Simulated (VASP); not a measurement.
# AlN: single point with PBE

The system is AlN.

```
Al N
1.0
     3.35490    0.00000    0.00000
    -1.67745    2.90543    0.00000
     0.00000    0.00000    4.31320
Al N
2 2
Direct
  0.33333 0.66667 0.75000
  0.66667 0.33333 0.25000
  0.33333 0.66667 0.25000
  0.66667 0.33333 0.75000
```

```yaml
Program: VASP 6.6.1
Task: single point
Functional: PBE
Potentials_or_basis: VASP PAW PBE potentials, release 64 (Al, N)
Cutoff: 520 eV
k_mesh: 9 × 9 × 6
Occupations: gaussian, width 0.05 eV
Spin: no spin polarisation
```

```
Pressure               : -9.8 GPa
Band gap on the k mesh : 2.80 eV, direct
```

Stress tensor (GPa, compression positive):
```
-9.83  0.00  0.00
 0.00 -9.83  0.00
 0.00  0.00 -9.69
```

Levels at points of the mesh, in eV from the valence-band top:
| k point | band 4 | band 5 | band 6 | band 7 | band 8 | band 9 | band 10 | band 11 | band 12 | band 13 |
| --- | --- | --- | --- | --- | --- | --- | --- | --- | --- | --- |
| (0.00, 0.00, 0.00) | -3.13 | -3.13 | -1.60 | -1.60 | 0.00 | 2.80 | 3.97 | 7.98 | 7.98 | 10.72 |
| (0.00, 0.00, 0.50) | -3.68 | -2.40 | -2.40 | -2.40 | -2.40 | 5.25 | 5.25 | 8.22 | 8.22 | 8.22 |

Wall time 15 s on 1 thread of Intel(R) Xeon(R) 6975P-C (Granite Rapids) (shared host), peak memory 0.17 GiB.

PBE gaps usually lie below the measured ones, often by a third to a half.
